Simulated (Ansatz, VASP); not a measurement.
## One calculation of BN, two programs

INCAR

```
PREC = Accurate
ENCUT = 600
EDIFF = 1E-6
ISMEAR = 0
SIGMA = 0.05
LREAL = F
LASPH = T
NELM = 120
ALGO = Normal
ISIF = 2
LWAVE = F
LCHARG = T
GGA = PE
LELF = T
LVHAR = T
NBANDS = 11
GGA_COMPAT = F
```

The input KPOINTS:

```
Automatic mesh
0
Gamma
  12 12 12
```

File POSCAR:

```
BN
1.0
    0.0000000000      1.8123485134      1.8123485134
    1.8123485134      0.0000000000      1.8123485134
    1.8123485134      1.8123485134      0.0000000000
B N
1 1
Direct
   -0.0344856409      0.0344856409      0.0344856409
    0.7766145340      0.7233854660      0.7233854660
```

Input for Ansatz:

```yaml
crystal:
  lattice:
    - [0.0, 1.8123485134, 1.8123485134]
    - [1.8123485134, 0.0, 1.8123485134]
    - [1.8123485134, 1.8123485134, 0.0]
  atoms:
    - { symbol: B, position: [-0.0344856409, 0.0344856409, 0.0344856409] }
    - { symbol: "N", position: [0.776614534, 0.723385466, 0.723385466] }
basis:
  ecutwfc: 420
kpoints:
  mp_grid: { grid: [12, 12, 12] }
hamiltonian:
  xc: pbe
scf:
  occupations: { method: gaussian, width: 0.05 }
output:
  forces: true
  stress: true
  eigenvalues: true
```

Change from the starting cell: mode 4 (1026.0 1/cm) frozen in, largest displacement +0.125 Å.

Alike in both runs: task single point; functional PBE; k mesh 12 × 12 × 12; occupations gaussian, width 0.05 eV; no spin polarisation.

|  | VASP | Ansatz |
| --- | --- | --- |
| version | VASP 6.6.1 | Ansatz 0.2.0 |
| potentials or method | VASP PAW PBE potentials, release 64 (B, N), cutoff 600 eV | scalar-relativistic, plane waves, PAW |
| valence electrons in the cell | 8 | 8 |

|  | VASP | Ansatz | Ansatz less VASP |
| --- | --- | --- | --- |
| gap on the k mesh at the Fermi level (eV) | 2.62 | 2.63 | +0.012 |
| least direct gap on the mesh (eV) | 6.84 | 6.84 | +0.005 |
| pressure (GPa) | 13.5 | 13.6 | +0.15 |
| traceless stress, the component that is largest in VASP (GPa) | -4.87 | -4.60 | +0.277 |
| rms of the force components (eV/Å) | 2.718 | 2.709 | -0.0088 |

Atom by atom the forces differ by 0.009 eV/Å (rms over components).
